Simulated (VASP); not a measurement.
## CaO: single point with PBE

CaO:

```
Ca O
1.0
     0.00000    2.42451    2.44900
     2.47349    0.00000    2.44900
     2.47349    2.42451    0.00000
Ca O
1 1
Direct
  0.00000 0.00000 0.00000
  0.50000 0.50000 0.50000
```

This cell differs from its parent crystal: strain +0.0100 x Voigt [1, -1, 0, 0, 0, 0].

```
Program             : VASP 6.6.1
Task                : single point
Functional          : PBE
Potentials or basis : VASP PAW PBE potentials, release 64 (Ca_sv, O)
Cutoff              : 520 eV
k mesh              : 8 × 8 × 8
Occupations         : gaussian, width 0.05 eV
Spin                : no spin polarisation
```

```
Pressure               : -3.5 GPa
Band gap on the k mesh : 3.59 eV, indirect (least direct gap 4.01 eV)
```

Stress tensor (GPa, compression positive):
```
-4.63  0.00  0.00
 0.00 -2.29  0.00
 0.00  0.00 -3.54
```

Levels at points of the mesh, in eV from the valence-band top:
| k point | band 6 | band 7 | band 8 | band 9 | band 10 | band 11 |
| --- | --- | --- | --- | --- | --- | --- |
| (0.00, 0.00, 0.00) | -0.04 | -0.02 | 0.00 | 4.24 | 6.00 | 6.06 |
| (0.50, 0.00, 0.00) | -2.53 | -1.12 | -1.12 | 6.77 | 8.02 | 8.04 |
| (0.50, 0.50, 0.00) | -1.34 | -0.42 | -0.39 | 3.63 | 7.60 | 8.56 |
| (0.50, 0.00, 0.50) | -1.29 | -0.43 | -0.42 | 3.59 | 7.62 | 8.55 |
| (0.00, 0.50, 0.50) | -1.39 | -0.39 | -0.37 | 3.66 | 7.60 | 8.56 |

Wall time 17 s on 1 thread of Intel(R) Xeon(R) 6975P-C (Granite Rapids) (shared host), peak memory 0.18 GiB.

Caveat: the cell differs from its parent crystal (strain +0.0100 x Voigt [1, -1, 0, 0, 0, 0]). A k mesh can miss the band edges.
